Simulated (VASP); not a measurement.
# BeTe (F-43m) in VASP: settings compared, part 2 of 2

VASP 6.6.1. Earlier steps stand in the parts before.

## 4. Relaxation of cell and atoms, r2SCAN+D3(BJ)

POSCAR

```
BeTe
1.0
    0.0000000000      2.7700000000      2.7700000000
    2.7700000000      0.0000000000      2.7700000000
    2.7700000000      2.7700000000      0.0000000000
Te Be
1 1
Direct
    0.7500000000      0.7500000000      0.7500000000
    0.0000000000      0.0000000000      0.0000000000
```

INCAR.step1

```
SYSTEM = BeTe
PREC = Accurate
ENCUT = 600
ISMEAR = -1
SIGMA = 0.05
LREAL = .FALSE.
LASPH = .TRUE.
NELM = 80
GGA = PE
ALGO = Normal
EDIFF = 1E-4
LWAVE = .TRUE.
LCHARG = .FALSE.
```

INCAR.step2

```
SYSTEM = BeTe
PREC = Accurate
ENCUT = 600
EDIFF = 1E-7
ISMEAR = -1
SIGMA = 0.05
LREAL = .FALSE.
LASPH = .TRUE.
NELM = 80
ALGO = Normal
ISIF = 3
LWAVE = .FALSE.
LCHARG = .FALSE.
METAGGA = R2SCAN
LMIXTAU = .TRUE.
IVDW = 12
VDW_S6 = 1.0
VDW_S8 = 0.78981345
VDW_A1 = 0.49484001
VDW_A2 = 5.73083694
IBRION = 2
NSW = 60
EDIFFG = -0.01
ISTART = 1
```

KPOINTS

```
Automatic mesh
0
G
  8 8 8
  0 0 0
```

Potentials or basis: VASP PAW PBE potentials, release 64 (Te, Be).

Run with:

```bash
$ cat potpaw_PBE.64/Te/POTCAR potpaw_PBE.64/Be/POTCAR > POTCAR
$ cp INCAR.step1 INCAR
$ mpirun -np 1 vasp_std > vasp.out
$ cp INCAR.step2 INCAR
$ mpirun -np 1 vasp_std > vasp.out
```

OUTCAR:

```text
SYSTEM = BeTe
   PREC = Accurate
   ENCUT = 600
   EDIFF = 1E-7
   ISMEAR = -1
   LREAL = .FALSE.
   LASPH = .TRUE.
   NELM = 80
   ISIF = 3
   METAGGA = R2SCAN
   IVDW = 12
   IBRION = 2
   NSW = 60
   EDIFFG = -0.01
   ISTART = 1
 IVDW          = 12

 ion  position               nearest neighbor table
   1  0.750  0.750  0.750-   2 2.40   2 2.40   2 2.40   2 2.40
   2  0.000  0.000  0.000-   1 2.40   1 2.40   1 2.40   1 2.40

  LATTYP: Found a face centered cubic cell.
 ALAT       =     5.5400000000

  Lattice vectors:

 A1 = (   0.0000000000,   2.7700000000,   2.7700000000)
 A2 = (   2.7700000000,   0.0000000000,   2.7700000000)
 A3 = (   2.7700000000,   2.7700000000,   0.0000000000)

Analysis of symmetry for initial positions (statically):
=====================================================================
 Subroutine PRICEL returns:
 Original cell was already a primitive cell.

 Routine SETGRP: Setting up the symmetry group for a
 face centered cubic supercell.

 Subroutine GETGRP returns: Found 24 space group operations
 (whereof 24 operations were pure point group operations)
 out of a pool of 48 trial point group operations.

The static configuration has the point symmetry T_d .

Analysis of symmetry for dynamics (positions and initial velocities):
[... 150 lines left out ...]

 number of electron       8.0000000 magnetization

 Free energy of the ion-electron system (eV)
  ---------------------------------------------------
  ext. energy  EPLUGINS =         0.00000000
  ---------------------------------------------------
  free energy    TOTEN  =       -30.64729846 eV

  energy without entropy =      -30.64729846  energy(sigma->0) =      -30.64729846

------------------------ aborting loop because EDIFF is reached ----------------------------------------

 Edisp (eV)   -0.33595

 E8    (eV) :    -0.1107
[... 71 lines left out ...]
--------------------------------------- Ionic step        3  -------------------------------------------

 number of electron       8.0000000 magnetization

 Free energy of the ion-electron system (eV)
  ---------------------------------------------------
  ext. energy  EPLUGINS =         0.00000000
  ---------------------------------------------------
  free energy    TOTEN  =       -30.68226368 eV

  energy without entropy =      -30.68226368  energy(sigma->0) =      -30.68226368

 E-fermi :   5.9158     XC(G=0):  -9.4893

 val. band max:        4.9667390991   @ k =   0.0000   0.0000   0.0000
 cond. band min:       7.2955355796   @ k =   0.5000   0.5000   0.0000
 fundamental gap:      2.3287964806
 Fermi energy:         5.9158263371

 k-point     1 :       0.0000    0.0000    0.0000
  band No.  band energies     occupation
      1      -7.8389      2.00000
      2       4.9667      2.00000
      3       4.9667      2.00000
      4       4.9667      2.00000
      5       8.9795      0.00000
      6       8.9795      0.00000
      7       8.9795      0.00000
      8       9.4962      0.00000
[... 243 lines left out ...]
 k-point    24 :      -0.3750    0.2500    0.1250
  band No.  band energies     occupation
      1      -6.1282      2.00000
      2      -0.3785      2.00000
      3       1.9631      2.00000
      4       2.9910      2.00000
      5       9.6524      0.00000
      6       9.7686      0.00000
      7      12.2506      0.00000
      8      13.4054      0.00000

 [... further k-points ...]

------------------------ aborting loop because EDIFF is reached ----------------------------------------

 Edisp (eV)   -0.32045

 E8    (eV) :    -0.1056
[... 25 lines left out ...]
  FREE ENERGIE OF THE ION-ELECTRON SYSTEM (eV)
  ---------------------------------------------------
  free  energy   TOTEN  =       -31.0027128686 eV

  energy  without entropy=      -31.0027128685  energy(sigma->0) =      -31.00271287

 reached required accuracy - stopping structural energy minimisation
```

OUTCAR.step1:

```text
SYSTEM = BeTe
   PREC = Accurate
   ENCUT = 600
   ISMEAR = -1
   LREAL = .FALSE.
   LASPH = .TRUE.
[... 484 lines left out ...]
      4.15500      4.15500      4.15500        -0.000000      0.000000      0.000000
      0.00000      0.00000      0.00000         0.000000     -0.000000     -0.000000
 -----------------------------------------------------------------------------------
    total drift:                               -0.000000     -0.000000     -0.000000

  FREE ENERGIE OF THE ION-ELECTRON SYSTEM (eV)
  ---------------------------------------------------
  free  energy   TOTEN  =        -7.5848151278 eV

  energy  without entropy=       -7.5848151275  energy(sigma->0) =       -7.58481513
```

OSZICAR.step1:

```text
N       E                     dE             d eps       ncg     rms          rms(c)
DAV:   1     0.225747516052E+02    0.22575E+02   -0.36704E+03   464   0.895E+02
DAV:   2    -0.695382131389E+01   -0.29529E+02   -0.28285E+02   640   0.107E+02
DAV:   3    -0.775422880749E+01   -0.80041E+00   -0.80041E+00   552   0.234E+01
DAV:   4    -0.775996835955E+01   -0.57396E-02   -0.57396E-02   752   0.228E+00
DAV:   5    -0.775997572587E+01   -0.73663E-05   -0.73662E-05   600   0.638E-02    0.445E+00
DAV:   6    -0.762320724931E+01    0.13677E+00   -0.20036E-01   568   0.236E+00    0.265E+00
DAV:   7    -0.758412932904E+01    0.39078E-01   -0.14209E-01   624   0.206E+00    0.563E-01
DAV:   8    -0.758451673723E+01   -0.38741E-03   -0.67086E-03   504   0.595E-01    0.100E-01
DAV:   9    -0.758477866095E+01   -0.26192E-03   -0.40501E-04   648   0.160E-01    0.262E-02
DAV:  10    -0.758481512778E+01   -0.36467E-04   -0.65533E-05   480   0.500E-02
   1 F= -.75848151E+01 E0= -.75848151E+01  d E =-.241131E-09
```

Run time: 88 s. Hardware: 1 thread of AMD EPYC 9R45 (Zen 5), shared host; peak memory 0.17 GiB.

Results:

```yaml
Free_energy: -31.0027 eV
Relaxed_volume: 22.27 Å³/atom
Relaxed_cell: a = 3.979 Å, b = 3.979 Å, c = 3.979 Å, α = 60.00°, β = 60.00°, γ = 60.00°
Space_group_after_relaxing_to_0.05_Å: F-43m (No. 216)
Energy_gained_by_relaxing: 9.7 meV/atom
Ionic_steps: 3
Pressure_after_relaxing: 0.0 GPa
Band_gap_on_the_k_mesh: 2.33 eV, indirect (least direct gap 4.01 eV)
Dispersion_energy_per_atom: -0.160 eV
```

Step by step:
```tsv
step	energy change (eV)	largest force (eV/Å)	pressure (GPa)	volume (Å³)
1	0.0000	0.0000	3.16	42.51
2	-0.0180	0.0000	-0.79	45.14
3	-0.0195	0.0000	0.00	44.55
```

Final structure:
```
CELL_PARAMETERS angstrom
0.00000 2.81363 2.81363
2.81363 0.00000 2.81363
2.81363 2.81363 0.00000
ATOMIC_POSITIONS crystal
Te 0.75000 0.75000 0.75000
Be 0.00000 0.00000 0.00000
```

Caveat: the PAW data sets were made with another functional, which shifts forces and pressure a little; spin-orbit coupling is left out, which moves the levels of the heavy elements.

## 5. Single point, PBEsol

This run uses another cell than the first one, of 22.02 Å³/atom, 1.036 times its volume.

INCAR

```
ALGO     = Normal         # electronic algorithm
EDIFF    = 1E-6           # SCF threshold, eV
ENCUT    = 520            # plane-wave cutoff, eV
GGA      = PS             # functional
ISIF     = 2              # what is computed and relaxed
ISMEAR   = -1             # smearing method
LASPH    = True           # aspherical terms in the spheres
LCHARG   = False          # write CHGCAR
LREAL    = False          # projectors in reciprocal space
LWAVE    = False          # write WAVECAR
NBANDS   = 11             # bands
NELM     = 100            # most SCF steps
PREC     = Accurate       # precision mode
SIGMA    = 0.05           # smearing width, eV
```

KPOINTS

```
k-points
0
Gamma
  8 8 8
```

POSCAR

```
BeTe
1.0
    0.0000000000      2.8028564623      2.8028564623
    2.8028564623      0.0000000000      2.8028564623
    2.8028564623      2.8028564623      0.0000000000
Te Be
1 1
Direct
    0.7500000000      0.7500000000      0.7500000000
    0.0000000000      0.0000000000      0.0000000000
```

Potentials or basis: VASP PAW PBE potentials, release 64 (Te, Be).

Run with:

```bash
$ cat potpaw_PBE.64/Te/POTCAR potpaw_PBE.64/Be/POTCAR > POTCAR
$ mpirun -np 1 vasp_std > vasp.out
```

OUTCAR:

```text
EDIFF = 1E-6
   ENCUT = 520
   GGA = PS
   ISIF = 2
   ISMEAR = -1
   LASPH = True
   LREAL = False
   NELM = 100
   PREC = Accurate

 ion  position               nearest neighbor table
   1  0.750  0.750  0.750-   2 2.43   2 2.43   2 2.43   2 2.43
   2  0.000  0.000  0.000-   1 2.43   1 2.43   1 2.43   1 2.43

  LATTYP: Found a face centered cubic cell.
 ALAT       =     5.6057129246

  Lattice vectors:

 A1 = (   0.0000000000,   2.8028564623,   2.8028564623)
 A2 = (   2.8028564623,   0.0000000000,   2.8028564623)
 A3 = (   2.8028564623,   2.8028564623,   0.0000000000)

Analysis of symmetry for initial positions (statically):
=====================================================================
 Subroutine PRICEL returns:
 Original cell was already a primitive cell.

 Routine SETGRP: Setting up the symmetry group for a
 face centered cubic supercell.

 Subroutine GETGRP returns: Found 24 space group operations
 (whereof 24 operations were pure point group operations)
 out of a pool of 48 trial point group operations.

The static configuration has the point symmetry T_d .

[... 171 lines left out ...]
      3       5.1608      2.00000
      4       5.1608      2.00000
      5       8.7484      0.00000
      6       8.7484      0.00000
      7       8.7484      0.00000
      8       8.9940      0.00000
      9      13.3724      0.00000
     10      15.4323      0.00000
     11      15.4323      0.00000
[... 309 lines left out ...]
 k-point    24 :      -0.3750    0.2500    0.1250
  band No.  band energies     occupation
      1      -5.6332      2.00000
      2      -0.0689      2.00000
      3       2.1963      2.00000
      4       3.2018      2.00000
      5       9.2985      0.00000
      6       9.5139      0.00000
      7      11.8608      0.00000
      8      12.9216      0.00000
      9      13.6034      0.00000
     10      16.7182      0.00000
     11      17.0252      0.00000

 [... further k-points ...]

------------------------ aborting loop because EDIFF is reached ----------------------------------------

  FORCE on cell =-STRESS in cart. coord.  units (eV):
  Direction    XX          YY          ZZ          XY          YZ          ZX
  --------------------------------------------------------------------------------------
  -------------------------------------------------------------------------------------
  Total        0.0632368      0.0632368      0.0632368      0.0000000      0.0000000     -0.0000000
  in kB        2.3006377      2.3006377      2.3006377      0.0000000      0.0000000     -0.0000000
  external PRESSURE =       2.3006377 kB  Pullay stress =       0.0000000 kB

 VOLUME and BASIS-vectors are now :
 -----------------------------------------------------------------------------
  energy-cutoff  :      520.00
  volume of cell :       44.04
      direct lattice vectors                 reciprocal lattice vectors
     0.000000000  2.802856462  2.802856462    -0.178389442  0.178389442  0.178389442
     2.802856462  0.000000000  2.802856462     0.178389442 -0.178389442  0.178389442
     2.802856462  2.802856462  0.000000000     0.178389442  0.178389442 -0.178389442

 POSITION                                       TOTAL-FORCE (eV/Angst)
 -----------------------------------------------------------------------------------
      4.20428      4.20428      4.20428        -0.000000     -0.000000      0.000000
      0.00000      0.00000      0.00000         0.000000      0.000000     -0.000000
 -----------------------------------------------------------------------------------
    total drift:                               -0.000000     -0.000000     -0.000000

  FREE ENERGIE OF THE ION-ELECTRON SYSTEM (eV)
  ---------------------------------------------------
  free  energy   TOTEN  =        -8.2158498398 eV

  energy  without entropy=       -8.2158498395  energy(sigma->0) =       -8.21584984
```

stdout:

```text
POSCAR found type information on POSCAR TeBe
 POSCAR found :  2 types and       2 ions
 scaLAPACK will be used
 -----------------------------------------------------------------------------
|                                                                             |
|                                                                             |
|     You enforced a specific xc type in the INCAR file but a different       |
|     I HOPE YOU KNOW WHAT YOU ARE DOING!                                     |
|                                                                             |
 -----------------------------------------------------------------------------

 LDA part: xc-table for (Slater+PW92), standard interpolation
 POSCAR, INCAR and KPOINTS ok, starting setup
 FFT: planning ... GRIDC
 FFT: planning ... GRID_SOFT
 FFT: planning ... GRID
 WAVECAR not read
 entering main loop
```

It took 8.8 s on 1 thread of Intel Xeon Platinum 8488C (Sapphire Rapids), shared host; peak memory 0.17 GiB.

What came out:

```yaml
Free_energy: -8.2158 eV
Pressure: 0.2 GPa
Band_gap_on_the_k_mesh: 1.82 eV, indirect (least direct gap 3.59 eV)
```

Caveat: the PAW data sets were made with another functional, which shifts forces and pressure a little; spin-orbit coupling is left out, which moves the levels of the heavy elements.

## 6. Single point, PBE

INCAR

```
SYSTEM = BeTe
  PREC = Accurate
  ENCUT = 520
  EDIFF = 1E-6
  ISMEAR = -1
  SIGMA = 0.02
  LREAL = .FALSE.
  LASPH = .TRUE.
  NELM = 100
  ALGO = Normal
  ISIF = 2
  LWAVE = .FALSE.
  LCHARG = .FALSE.
  GGA = PE
  NBANDS = 11
```

KPOINTS

```
regular mesh
0
G
  6 6 6
  0 0 0
```

POSCAR

```
BeTe
1.0
    0.0000000000      2.7700000000      2.7700000000
    2.7700000000      0.0000000000      2.7700000000
    2.7700000000      2.7700000000      0.0000000000
Te Be
1 1
Direct
    0.7500000000      0.7500000000      0.7500000000
    0.0000000000      0.0000000000      0.0000000000
```

Potentials or basis: VASP PAW PBE potentials, release 64 (Te, Be).

Run with:

```bash
$ cat potpaw_PBE.64/Te/POTCAR potpaw_PBE.64/Be/POTCAR > POTCAR
$ mpirun -np 1 vasp_std > vasp.out
```

OUTCAR:

```text
SYSTEM = BeTe
   PREC = Accurate
   ENCUT = 520
   EDIFF = 1E-6
   ISMEAR = -1
   LREAL = .FALSE.
   LASPH = .TRUE.
   NELM = 100
   ISIF = 2
   GGA = PE

 ion  position               nearest neighbor table
   1  0.750  0.750  0.750-   2 2.40   2 2.40   2 2.40   2 2.40
   2  0.000  0.000  0.000-   1 2.40   1 2.40   1 2.40   1 2.40

  LATTYP: Found a face centered cubic cell.
 ALAT       =     5.5400000000

  Lattice vectors:

[... 399 lines left out ...]

------------------------ aborting loop because EDIFF is reached ----------------------------------------

  FORCE on cell =-STRESS in cart. coord.  units (eV):
  Direction    XX          YY          ZZ          XY          YZ          ZX
  --------------------------------------------------------------------------------------
  -------------------------------------------------------------------------------------
  Total        1.1943520      1.1943520      1.1943520      0.0000000      0.0000000      0.0000000
  in kB       45.0166960     45.0166960     45.0166960      0.0000000      0.0000000      0.0000000
  external PRESSURE =      45.0166960 kB  Pullay stress =       0.0000000 kB

 VOLUME and BASIS-vectors are now :
 -----------------------------------------------------------------------------
  energy-cutoff  :      520.00
  volume of cell :       42.51
      direct lattice vectors                 reciprocal lattice vectors
     0.000000000  2.770000000  2.770000000    -0.180505415  0.180505415  0.180505415
     2.770000000  0.000000000  2.770000000     0.180505415 -0.180505415  0.180505415
     2.770000000  2.770000000  0.000000000     0.180505415  0.180505415 -0.180505415

 POSITION                                       TOTAL-FORCE (eV/Angst)
 -----------------------------------------------------------------------------------
      4.15500      4.15500      4.15500         0.000000      0.000000      0.000000
      0.00000      0.00000      0.00000        -0.000000     -0.000000     -0.000000
 -----------------------------------------------------------------------------------
    total drift:                               -0.000000     -0.000000     -0.000000

  FREE ENERGIE OF THE ION-ELECTRON SYSTEM (eV)
  ---------------------------------------------------
  free  energy   TOTEN  =        -7.5783935438 eV

  energy  without entropy=       -7.5783935438  energy(sigma->0) =       -7.57839354
```

OSZICAR:

```text
N       E                     dE             d eps       ncg     rms          rms(c)
DAV:   1     0.170119278483E+02    0.17012E+02   -0.30678E+03   352   0.565E+02
DAV:   2    -0.674821591122E+01   -0.23760E+02   -0.22588E+02   462   0.904E+01
DAV:   3    -0.774214386258E+01   -0.99393E+00   -0.99203E+00   455   0.193E+01
DAV:   4    -0.775356049151E+01   -0.11417E-01   -0.11415E-01   414   0.239E+00
DAV:   5    -0.775379001106E+01   -0.22952E-03   -0.22951E-03   456   0.335E-01    0.444E+00
DAV:   6    -0.761673031227E+01    0.13706E+00   -0.16804E-01   406   0.170E+00    0.265E+00
DAV:   7    -0.757754174279E+01    0.39189E-01   -0.12528E-01   429   0.156E+00    0.565E-01
DAV:   8    -0.757806992959E+01   -0.52819E-03   -0.72938E-03   397   0.502E-01    0.881E-02
DAV:   9    -0.757832547623E+01   -0.25555E-03   -0.37763E-04   420   0.115E-01    0.355E-02
DAV:  10    -0.757838991816E+01   -0.64442E-04   -0.82838E-05   384   0.474E-02    0.170E-02
DAV:  11    -0.757839125263E+01   -0.13345E-05   -0.25785E-06   465   0.918E-03    0.126E-02
DAV:  12    -0.757839340529E+01   -0.21527E-05   -0.50191E-06   376   0.132E-02    0.901E-03
DAV:  13    -0.757839354376E+01   -0.13847E-06   -0.35197E-08   268   0.143E-03
   1 F= -.75783935E+01 E0= -.75783935E+01  d E =-.865240E-12
```

stdout:

```text
POSCAR found type information on POSCAR TeBe
 POSCAR found :  2 types and       2 ions
 scaLAPACK will be used
 LDA part: xc-table for (Slater+PW92), standard interpolation
 POSCAR, INCAR and KPOINTS ok, starting setup
 FFT: planning ... GRIDC
 FFT: planning ... GRID_SOFT
 FFT: planning ... GRID
 WAVECAR not read
 entering main loop
```

Run time: 5.2 s. Hardware: 1 thread of Intel Xeon 6975P-C (Granite Rapids), shared host; peak memory 0.16 GiB.

Results:

- Free energy: -7.5784 eV
- Pressure: 4.5 GPa
- Band gap on the k mesh: 1.85 eV, indirect (least direct gap 3.56 eV)

Levels at points of the mesh, in eV from the valence-band top:
```tsv
k point	band 1	band 2	band 3	band 4	band 5	band 6	band 7	band 8	band 9
(0.00, 0.00, 0.00)	-12.63	0.00	0.00	0.00	3.56	3.56	3.56	4.19	8.39
(0.50, 0.00, 0.00)	-11.16	-5.87	-1.22	-1.22	3.21	4.56	4.56	7.79	11.16
(0.50, 0.50, 0.00)	-10.62	-5.39	-2.84	-2.84	1.85	2.59	10.02	10.02	11.84
```

Caveat: spin-orbit coupling is left out, which moves the levels of the heavy elements. A k mesh can miss the band edges.

## 7. Summary

```tsv
task	level	cell	k mesh	cutoff (eV)	smearing	gap on the mesh (eV)	pressure (GPa)	relaxed volume (Å³/atom)
relaxation of cell and atoms	PBE+D3(BJ)	relaxed from a = 3.917 Å, angles 60.0°, 2 atoms	8 × 8 × 8	600	fermi-dirac 0.05 eV	1.91	0.0	21.79
relaxation of cell and atoms	BLYP	relaxed from a = 3.917 Å, angles 60.0°, 2 atoms	8 × 8 × 8	600	fermi-dirac 0.05 eV	2.37	0.0	23.85
relaxation of cell and atoms	r2SCAN+D3(BJ)	relaxed from a = 3.917 Å, angles 60.0°, 2 atoms	8 × 8 × 8	600	fermi-dirac 0.05 eV	2.33	0.0	22.27
single point	PBEsol	a = 3.964 Å, angles 60.0°, 2 atoms	8 × 8 × 8	520	fermi-dirac 0.05 eV	1.82	0.2	-
single point	PBE	a = 3.917 Å, angles 60.0°, 2 atoms	6 × 6 × 6	520	fermi-dirac 0.02 eV	1.85	4.5	-
```

Alike in all rows: potentials or basis VASP PAW PBE potentials, release 64 (Te, Be); no spin polarisation.

Caveats: spin-orbit coupling is left out, which moves the levels of the heavy elements; the PAW data sets were made with another functional, which shifts forces and pressure a little (some runs); the volume moved by +12 % from the deposited cell, more than functionals usually miss (some runs).

Absolute energies hang on the potentials; compare differences alone.
